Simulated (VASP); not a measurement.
Write the native input for VASP 6.6.1 that does the following.

- Task: single point
- Functional: PBE
- Potentials or basis: VASP PAW PBE potentials, release 64 (Ge_d, Te, O)
- Cutoff: 520 eV
- k mesh: 4 × 4 × 2
- Occupations: gaussian, width 0.1 eV
- Spin: no spin polarisation
- Dipole correction: no
- Further INCAR settings: ALGO = Normal; EDIFF = 1e-07; NBANDS = 39

The structure of Ge3Te2O lies in POSCAR:

```
Ge3Te2O
1.0
    3.9334398400      0.0000000000      0.0000000000
    0.0000000000      3.9334398400      0.0000000000
    0.0000000000      0.0000000000      8.6775432500
Ge Te O
3 2 1
Direct
    0.5000000000      0.0000000000      0.3837740100
    0.0000000000      0.5000000000      0.6162259900
    0.0000000000      0.0000000000      0.0000000000
    0.5000000000      0.0000000000      0.7391930200
    0.0000000000      0.5000000000      0.2608069800
    0.5000000000      0.5000000000      0.0000000000
```

The cell was generated, and may not be a known phase.

These files were run (other wordings do the same):

INCAR

```
  PREC = Accurate
  ENCUT = 520
  EDIFF = 1E-7
  ISMEAR = 0
  SIGMA = 0.1
  LREAL = F
  LASPH = T
  NELM = 60
  ALGO = Normal
  ISIF = 2
  LWAVE = F
  LCHARG = F
  GGA = PE
  NBANDS = 39
```

KPOINTS

```
Automatic mesh
0
Gamma
  4 4 2
```

Potentials or basis: VASP PAW PBE potentials, release 64 (Ge_d, Te, O).

The run is started by

```sh
$ cat potpaw_PBE.64/Ge_d/POTCAR potpaw_PBE.64/Te/POTCAR potpaw_PBE.64/O/POTCAR > POTCAR
$ mpirun -np 1 vasp_std > vasp.out
```

It gave:

```json
{"Pressure": "-1.9 GPa", "Largest force": "0.503 eV/Å", "Band gap on the k mesh": "zero (bands 30 and 31 overlap by 1.09 eV)"}
```

Caveat: the k points lie up to 0.40 Å⁻¹ apart, too coarse for converged energies and pressures of a metal; spin-orbit coupling is left out, which moves the levels of the heavy elements.

Run time: 47 s on 1 thread of Oxide Virtual Turin-like Processor (shared host), peak memory 0.22 GiB.
